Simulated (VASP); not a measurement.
Wanted: the native input for a VASP 6.6.1 run.

```
Task                   : single point
Functional             : PBE
Potentials or basis    : VASP PAW PBE potentials, release 64 (Ni, Al)
Cutoff                 : 520 eV
k mesh                 : 14 × 14 × 14
Occupations            : fermi-dirac, width 0.08 eV
Spin                   : no spin polarisation
Dipole correction      : no
Further INCAR settings : ALGO = Normal; EDIFF = 1e-06; NBANDS = 14
```

The structure of AlNi (CsCl type) lies in POSCAR:

```
AlNi
1.0
    2.6859971992      0.0000000000      0.0000000000
    0.0000000000      2.6859971992      0.0000000000
    0.0000000000      0.0000000000      2.6859971992
Ni Al
1 1
Direct
    0.0000000000      0.0000000000      0.0000000000
    0.5000000000      0.5000000000      0.5000000000
```

This cell differs from its parent crystal: volume scaled by 0.8.

These files were run (other wordings do the same):

INCAR

```
PREC = Accurate
ENCUT = 520
EDIFF = 1E-6
ISMEAR = -1
SIGMA = 0.08
LREAL = False
LASPH = True
NELM = 100
ALGO = Normal
ISIF = 2
LWAVE = False
LCHARG = False
GGA = PE
NBANDS = 14
```

KPOINTS

```
regular mesh
0
Gamma
  14 14 14
```

Potentials or basis: VASP PAW PBE potentials, release 64 (Ni, Al).

Launch:

```bash
$ cat potpaw_PBE.64/Ni/POTCAR potpaw_PBE.64/Al/POTCAR > POTCAR
$ mpirun -np 1 vasp_std > vasp.out
```

It gave:

```json
{
  "Pressure": "57.4 GPa"
}
```

Wall time 26 s on 1 thread of Intel Xeon 6975P-C, with other jobs on the host, peak memory 0.15 GiB.
